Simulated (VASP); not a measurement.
# Au in VASP: single point with LDA

Aim: the single point of Au with LDA.

All numbers are computed with VASP 6.6.1; they aren't measurements. Logs are shortened: lines on timing, memory, paths and dates and some standing lists are left out, and cuts for length are marked.

**1. The cell of the first run**

The cell holds a slab with vacuum, 3 atoms: a = 2.874 Å, b = 2.874 Å, c = 28.375 Å, α = 90.00°, β = 90.00°, γ = 120.00°.

**2. Single point, LDA**

Contents of INCAR:

```
SYSTEM = Au
PREC = Accurate
ENCUT = 400
EDIFF = 1E-6
ISMEAR = 1
SIGMA = 0.1
LREAL = .False.
LASPH = .True.
NELM = 120
ALGO = Normal
ISIF = 2
LWAVE = .False.
LCHARG = .True.
LDIPOL = .True.
IDIPOL = 3
DIPOL = 0.5 0.5 0.329
GGA = CA
LELF = .True.
LVHAR = .True.
LVACPOTAV = .True.
NBANDS = 24
GGA_COMPAT = .False.
NELMDL = -8
```

Contents of KPOINTS:

```
Automatic mesh
0
Gamma
  15 15 1
  0 0 0
```

Contents of POSCAR:

```
Au
1.0
    2.8738533688      0.0000000000      0.0000000000
   -1.4369266844      2.4888300242      0.0000000000
    0.0000000000      0.0000000000     28.3745905550
Au
3
Direct
    0.0000000000      0.0000000000      0.2466995951
    0.6666666667      0.3333333333      0.3287503093
    0.3333333333      0.6666666667      0.4106501613
```

Potentials or basis: VASP PAW LDA potentials, release 64 (Au).

Run with:

```sh
$ cat potpaw_LDA.64/Au/POTCAR > POTCAR
$ mpirun -np 1 vasp_std > vasp.out
```

OUTCAR:

```text
SYSTEM = Au
   PREC = Accurate
   ENCUT = 400
   EDIFF = 1E-6
   ISMEAR = 1
   LREAL = .False.
   LASPH = .True.
   NELM = 120
   ISIF = 2
   GGA = CA
   NELMDL = -8

 ion  position               nearest neighbor table
   1  0.000  0.000  0.247-   2 2.86   2 2.86   2 2.86
   2  0.667  0.333  0.329-   3 2.86   3 2.86   3 2.86   1 2.86   1 2.86   1 2.86
   3  0.333  0.667  0.411-   2 2.86   2 2.86   2 2.86

  LATTYP: Found a hexagonal cell.
 ALAT       =     2.8738533688
 C/A-ratio  =     9.8733605768

  Lattice vectors:

 A1 = (   2.8738533688,   0.0000000000,   0.0000000000)
 A2 = (  -1.4369266844,   2.4888300242,   0.0000000000)
 A3 = (   0.0000000000,   0.0000000000,  28.3745905550)

Analysis of symmetry for initial positions (statically):
=====================================================================
 Subroutine PRICEL returns:
 Original cell was already a primitive cell.

 Routine SETGRP: Setting up the symmetry group for a
 hexagonal supercell.

 Subroutine GETGRP returns: Found  6 space group operations
 (whereof  6 operations were pure point group operations)
 out of a pool of 24 trial point group operations.

The static configuration has the point symmetry C_3v.

Analysis of symmetry for dynamics (positions and initial velocities):
=====================================================================
 Subroutine PRICEL returns:
 Original cell was already a primitive cell.

 Routine SETGRP: Setting up the symmetry group for a
 hexagonal supercell.

 Subroutine GETGRP returns: Found  6 space group operations
 (whereof  6 operations were pure point group operations)
 out of a pool of 24 trial point group operations.

The dynamic configuration has the point symmetry C_3v.

 Subroutine INISYM returns: Found  6 space group operations
 (whereof  6 operations are pure point group operations),
 and found     1 'primitive' translations

----------------------------------------------------------------------------------------

                                     Primitive cell

  volume of cell :     202.9502

  direct lattice vectors                    reciprocal lattice vectors
     2.873853369  0.000000000  0.000000000     0.347964865  0.200897609  0.000000000
    -1.436926684  2.488830024  0.000000000     0.000000000  0.401795217  0.000000000
     0.000000000  0.000000000 28.374590555     0.000000000  0.000000000  0.035242799

  length of vectors
[... 88 lines left out ...]
   IBRION =     -1    ionic relax: 0-MD 1-quasi-New 2-CG
   NFREE  =      0    steps in history (QN), initial steepest desc. (CG)
   ISIF   =      2    stress and relaxation
   ISYM   =      2    0-nonsym 1-usesym 2-fastsym
   POTIM  = 0.5000    time-step for ionic-motion
   TEBEG  =    0.0;   TEEND  =   0.0 temperature during run
   PSTRESS=    0.0 pullay stress
   NELECT =      33.0000    total number of electrons
   NUPDOWN=      -1.0000    fix difference up-down
   EMIN   =  10.00;   EMAX   =-10.00  energy-range for DOS
   EFERMI =   0.00;   METHOD = LEGACY
   ISMEAR =     1;   SIGMA  =   0.10  broadening in eV -4-tet -1-fermi 0-gaus
   EFERMI_NEDOS =   21; number of points for ismear=-14 and -15
   IALGO  =     38    algorithm
   IMIX   =      4    mixing-type and parameters
     AMIX     =   0.40;   BMIX     =  1.00
     AMIX_MAG =   1.60;   BMIX_MAG =  1.00
  volume/ion in A,a.u.               =      67.65       456.53
  Fermi-wavevector in a.u.,A,eV,Ry     =   0.893545  1.688555 10.863195  0.798422
  Thomas-Fermi vector in A             =   2.015636
   LORBIT       =      0    0 simple, 1 ext, 2 COOP (PROOUT), +10 PAW based schemes
   GGA     = CA    functional components
   LHFCALC =     F    Hartree Fock is set to
   AEXX    =    0.0000 exact exchange contribution
   IVDW    =     0    specifies the selected vdW correction
   LEPSILON=     F    determine dielectric tensor
   LRPA    =     F    only Hartree local field effects (RPA)
 non-spin polarized calculation
 Methfessel and Paxton  Order N= 1 SIGMA  =   0.10
  energy-cutoff  :      400.00
  volume of cell :      202.95
 maximum number of plane-waves:      3741
 NGX is ok and might be reduce to    20
   NGX =  9   NGY =  9   NGZ = 93

 dipolmoment           0.000000      0.000000      0.001048 electrons x Angstroem

 number of electron      33.0000000 magnetization

 dipolmoment           0.000000      0.000000     -0.000072 electrons x Angstroem

 Free energy of the ion-electron system (eV)
  ---------------------------------------------------
  ext. energy  EPLUGINS =         0.00000000
  ---------------------------------------------------
  free energy    TOTEN  =       -12.33217869 eV

  energy without entropy =      -12.33118336  energy(sigma->0) =      -12.33184692

 E-fermi :  -1.7667     XC(G=0):  -3.8710

 val. band max:       -1.7774905193   @ k =   0.1333   0.1333   0.0000
 cond. band min:      -1.7066341601   @ k =   0.2000   0.0667   0.0000
 fundamental gap:      0.0708563592
 Fermi energy:        -1.7667176806

 k-point     1 :       0.0000    0.0000    0.0000
  band No.  band energies     occupation
      1     -11.0735      2.00000
      2      -9.4274      2.00000
      3      -9.0165      2.00000
      4      -6.4188      2.00000
      5      -6.3718      2.00000
      6      -6.3718      2.00000
[... 637 lines left out ...]
     23       7.5505      0.00000
     24       7.8964      0.00000

 [... further k-points ...]

------------------------ aborting loop because EDIFF is reached ----------------------------------------

  FORCE on cell =-STRESS in cart. coord.  units (eV):
  Direction    XX          YY          ZZ          XY          YZ          ZX
  --------------------------------------------------------------------------------------
  -------------------------------------------------------------------------------------
  Total       -3.3900652     -3.3900652     -0.0807845      0.0000000      0.0000000     -0.0000000
  in kB      -26.7626541    -26.7626541     -0.6377484      0.0000000      0.0000000     -0.0000000
  external PRESSURE =     -18.0543522 kB  Pullay stress =       0.0000000 kB

 VOLUME and BASIS-vectors are now :
 -----------------------------------------------------------------------------
  energy-cutoff  :      400.00
  volume of cell :      202.95
      direct lattice vectors                 reciprocal lattice vectors
     2.873853369  0.000000000  0.000000000     0.347964865  0.200897609  0.000000000
    -1.436926684  2.488830024  0.000000000     0.000000000  0.401795217  0.000000000
     0.000000000  0.000000000 28.374590555     0.000000000  0.000000000  0.035242799

 POSITION                                       TOTAL-FORCE (eV/Angst)
 -----------------------------------------------------------------------------------
      0.00000      0.00000      7.00000        -0.000000     -0.000000      0.018794
      1.43693      0.82961      9.32816         0.000000     -0.000000     -0.019305
     -0.00000      1.65922     11.65203        -0.000000      0.000000      0.000511
 -----------------------------------------------------------------------------------
    total drift:                               -0.000000      0.000000      0.000392

  FREE ENERGIE OF THE ION-ELECTRON SYSTEM (eV)
  ---------------------------------------------------
  free  energy   TOTEN  =       -12.3321786906 eV

  energy  without entropy=      -12.3311833646  energy(sigma->0) =      -12.33184692

 vacuum level on the upper side and lower side of the slab         3.698         3.700
```

OSZICAR:

```text
N       E                     dE             d eps       ncg     rms          rms(c)
DAV:   1     0.196913669391E+03    0.19691E+03   -0.11395E+04  1320   0.880E+02
DAV:   2    -0.580025227584E+01   -0.20271E+03   -0.18772E+03  1728   0.208E+02
DAV:   3    -0.131841342393E+02   -0.73839E+01   -0.72810E+01  1552   0.433E+01
[... 14 lines left out ...]
DAV:  18    -0.123321445497E+02   -0.54106E-04   -0.14796E-05  1392   0.138E-02    0.281E-03
DAV:  19    -0.123321677798E+02   -0.23230E-04   -0.77603E-06  1216   0.121E-02    0.116E-03
DAV:  20    -0.123321723814E+02   -0.46016E-05   -0.69984E-07  1064   0.524E-03    0.101E-03
DAV:  21    -0.123321756060E+02   -0.32245E-05   -0.20523E-07  1032   0.167E-03    0.719E-04
DAV:  22    -0.123321782088E+02   -0.26028E-05   -0.30133E-07   992   0.163E-03    0.440E-04
DAV:  23    -0.123321786906E+02   -0.48179E-06   -0.14220E-08  1000   0.767E-04
   1 F= -.12332179E+02 E0= -.12331847E+02  d E =-.995326E-03
```

stdout:

```text
POSCAR found type information on POSCAR Au
 POSCAR found :  1 types and       3 ions
 scaLAPACK will be used
 LDA part: xc-table for (Slater(with rela. corr.)+CA(PZ))
 , standard interpolation
 POSCAR, INCAR and KPOINTS ok, starting setup
 FFT: planning ... GRIDC
 FFT: planning ... GRID_SOFT
 FFT: planning ... GRID
 WAVECAR not read
 entering main loop
 -----------------------------------------------------------------------------
|                                                                             |
|           W    W    AA    RRRRR   N    N  II  N    N   GGGG   !!!           |
|           W    W   A  A   R    R  NN   N  II  NN   N  G    G  !!!           |
|           W    W  A    A  R    R  N N  N  II  N N  N  G       !!!           |
|           W WW W  AAAAAA  RRRRR   N  N N  II  N  N N  G  GGG   !            |
|           WW  WW  A    A  R   R   N   NN  II  N   NN  G    G                |
|           W    W  A    A  R    R  N    N  II  N    N   GGGG   !!!           |
|                                                                             |
|     Did not find any points to average over, which means that no vacuum     |
|     field-free region was found. Please increase the size of  your cell     |
|     in the dimension of the dipole correction to obtain accurate            |
|     workfunction values.                                                    |
|                                                                             |
 -----------------------------------------------------------------------------
```

It took 94 s on 1 thread of AMD EPYC 7R43 (Zen 3), shared host; peak memory 0.21 GiB.

Results:

* Free energy: -12.3322 eV
* Largest force: 0.019 eV/Å
* Band gap on the k mesh: zero (an odd number of electrons rules out a gap without spin polarisation)

Forces on the atoms (eV/Å):
```
Au   0.000  0.000  0.019
Au   0.000  0.000 -0.019
Au   0.000  0.000  0.001
```

Caveat: spin-orbit coupling is left out, which moves the levels of the heavy elements.

The gap in the log of VASP goes by the Fermi energy; the results here count the filled bands.